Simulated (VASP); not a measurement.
Input of a VASP 6.6.1 run:

Contents of INCAR:

```
  PREC = Accurate
  ENCUT = 500
  EDIFF = 1E-6
  ISMEAR = 0
  SIGMA = 0.15
  LREAL = F
  LASPH = T
  NELM = 120
  ALGO = Normal
  ISIF = 2
  LWAVE = F
  LCHARG = F
  GGA = CA
  NBANDS = 16
  GGA_COMPAT = F
```

KPOINTS

```
regular mesh
0
Gamma
  18 18 10
```

Contents of POSCAR:

```
Ir
1.0
    2.7684000000      0.0000000000      0.0000000000
   -1.3842000000      2.3975047278      0.0000000000
    0.0000000000      0.0000000000      4.2400000000
Ir
2
Direct
    0.6666666667      0.3333333333      0.7500000000
    0.3333333333      0.6666666667      0.2500000000
```

Potentials or basis: VASP PAW LDA potentials, release 64 (Ir).

Run with:

```console
$ cat potpaw_LDA.64/Ir/POTCAR > POTCAR
$ mpirun -np 1 vasp_std > vasp.out
```

Estimate the pressure.

-0.4 GPa.

Predict the band gap on the k mesh.

zero (band 9 reaches 11.44 eV, above the bottom of band 10 at 8.16 eV).

Stress tensor (GPa, compression positive):
```
-7.61  0.00  0.00
 0.00 -7.61  0.00
 0.00  0.00 14.07
```

Caveat: spin-orbit coupling is left out, which moves the levels of the heavy elements.
